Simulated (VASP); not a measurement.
Write the native input for VASP 6.6.1 that does the following.

```
Task                   : single point
Functional             : PBE
Potentials or basis    : VASP PAW PBE potentials, release 64 (Al, N)
Cutoff                 : 520 eV
k mesh                 : 8 × 6 × 4
Occupations            : gaussian, width 0.05 eV
Spin                   : no spin polarisation
Dipole correction      : no
Further INCAR settings : ALGO = Normal; EDIFF = 1e-07; NBANDS = 26
```

The structure of AlN lies in POSCAR:

```
AlN
1.0
   -1.6567491617      2.8695737234      0.0000000000
    0.0000000000      0.0000000000      4.1874629526
    4.9702474850      2.8695737234      0.0000000000
Al N
4 4
Direct
    0.5000000000      0.7500000000      0.1666666667
    0.0000000000      0.7500000000      0.6666666667
    0.0000000000      0.2500000000      0.3333333333
    0.5000000000      0.2500000000      0.8333333333
    0.5000000000      0.2500000000      0.1666666667
    0.0000000000      0.2500000000      0.6666666667
    0.0000000000      0.7500000000      0.3333333333
    0.5000000000      0.7500000000      0.8333333333
```

The input as run:

INCAR

```
PREC     = Accurate       # precision mode
ENCUT    = 520            # plane-wave cutoff, eV
EDIFF    = 1E-7           # SCF threshold, eV
ISMEAR   = 0              # smearing method
SIGMA    = 0.05           # smearing width, eV
LREAL    = False          # projectors in reciprocal space
LASPH    = True           # aspherical terms in the spheres
NELM     = 60             # most SCF steps
ALGO     = Normal         # electronic algorithm
ISIF     = 2              # what is computed and relaxed
LWAVE    = False          # write WAVECAR
LCHARG   = False          # write CHGCAR
GGA      = PE             # functional
NBANDS   = 26             # bands
```

KPOINTS

```
Automatic mesh
0
Gamma
  8 6 4
```

Potentials or basis: VASP PAW PBE potentials, release 64 (Al, N).

Run with:

```bash
$ cat potpaw_PBE.64/Al/POTCAR potpaw_PBE.64/N/POTCAR > POTCAR
$ mpirun -np 1 vasp_std > vasp.out
```

It gave:

```yaml
Pressure: -0.2 GPa
Band_gap_on_the_k_mesh: 3.26 eV
```

Wall time 67 s on 1 thread of AMD EPYC 9R45 96-Core Processor (Zen 5) (shared host), peak memory 0.21 GiB.
